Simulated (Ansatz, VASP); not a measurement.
**Two plane-wave programs on Bi2TeO3**

```
Bi Te O
1.0
     6.29705    0.00000    0.00000
    -3.14852    5.45340    0.00000
     0.00000    0.00000    3.22004
Bi Te O
2 1 3
Direct
  0.33333 0.66667 0.00000
  0.66667 0.33333 0.00000
  0.00000 0.00000 0.00000
  0.50000 0.00000 0.50000
  0.50000 0.50000 0.50000
  0.00000 0.50000 0.50000
```

Change from the starting cell: species swapped into the SmCo3B2 type (P6/mmm, No. 191).

Alike in both runs: functional PBE; k mesh 3 × 3 × 6; occupations gaussian, width 0.1 eV; no spin polarisation.

Ansatz relaxed the structure, and its values are those at the end. VASP's run is a single point on that final structure, the one shown.

```csv
,VASP,Ansatz
version,VASP 6.6.1,Ansatz 0.2.0
potentials or method,"VASP PAW PBE potentials, release 64 (Bi_d, Te, O), cutoff 520 eV","scalar-relativistic, plane waves, PAW"
valence electrons in the cell,54,64
```

|  | VASP | Ansatz | Ansatz less VASP |
| --- | --- | --- | --- |
| gap on the k mesh at the Fermi level (eV) | none | none | - |
| pressure (GPa) | 0.0 | 0.0 | +0.01 |

A gap of «none» marks a metal or a gap that the smearing closes. VASP's potentials hold 54 valence electrons a cell and Ansatz's 64, so a difference there can come from the potentials and not from the codes.

The k mesh is coarse, so the values compare programs but aren't converged. Spin-orbit coupling is off throughout.
